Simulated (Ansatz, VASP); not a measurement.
This is a calculation of SrO for Ansatz 0.2.0.

Contents of input.yaml:

```yaml
crystal:
  lattice:
    - [0.0, 2.5663, 2.5663]
    - [2.5663, 0.0, 2.5663]
    - [2.5663, 2.5663, 0.0]
  atoms:
    - { symbol: Sr, position: [0.5, 0.5, 0.5] }
    - { symbol: O, position: [0.0, 0.0, 0.0] }
kpoints:
  mp_grid: { grid: [6, 6, 6] }
scf:
  occupations: { method: fermi_dirac, width: 0.05 }
hamiltonian:
  xc: pbesol
  pseudopotentials: { kind: all_electron, datasets: crystal }
output:
  forces: true
  stress: true
  eigenvalues: true
```

Potentials or basis: all-electron PAW datasets made for the crystal.

Command:

```bash
$ ansatz run input.yaml --threads 2 --pin off --max-ram 8192MiB --backend cpu --events-out ev --progress --plain --runs-dir out
```

**Question.** Translate it to VASP 6.6.1. Potentials there: VASP PAW PBE potentials, release 64 (Sr_sv, O).

**Answer.** As run (the cutoff follows the program's own potentials):

File INCAR:

```
SYSTEM = SrO
PREC = Accurate
ENCUT = 520
EDIFF = 1E-6
ISMEAR = -1
SIGMA = 0.05
LREAL = .False.
LASPH = .True.
NELM = 60
ALGO = Normal
ISIF = 2
LWAVE = .False.
LCHARG = .False.
GGA = PS
NBANDS = 15
```

File KPOINTS:

```
regular mesh
0
Gamma
  6 6 6
  0 0 0
```

Contents of POSCAR:

```
SrO
1.0
    0.0000000000      2.5663000000      2.5663000000
    2.5663000000      0.0000000000      2.5663000000
    2.5663000000      2.5663000000      0.0000000000
Sr O
1 1
Direct
    0.5000000000      0.5000000000      0.5000000000
    0.0000000000      0.0000000000      0.0000000000
```

Potentials or basis: VASP PAW PBE potentials, release 64 (Sr_sv, O).

Command:

```bash
$ cat potpaw_PBE.64/Sr_sv/POTCAR potpaw_PBE.64/O/POTCAR > POTCAR
$ mpirun -np 1 vasp_std > vasp.out
```

Both were run:

|  | VASP | Ansatz | Ansatz less VASP |
| --- | --- | --- | --- |
| gap on the k mesh at the Fermi level (eV) | 3.15 | 3.20 | +0.047 |
| least direct gap on the mesh (eV) | 3.23 | 3.27 | +0.036 |
| pressure (GPa) | 0.1 | -0.5 | -0.62 |

VASP's potentials were made for PBE, not for PBEsol. Ansatz ran all-electron here, and VASP with PAW potentials.
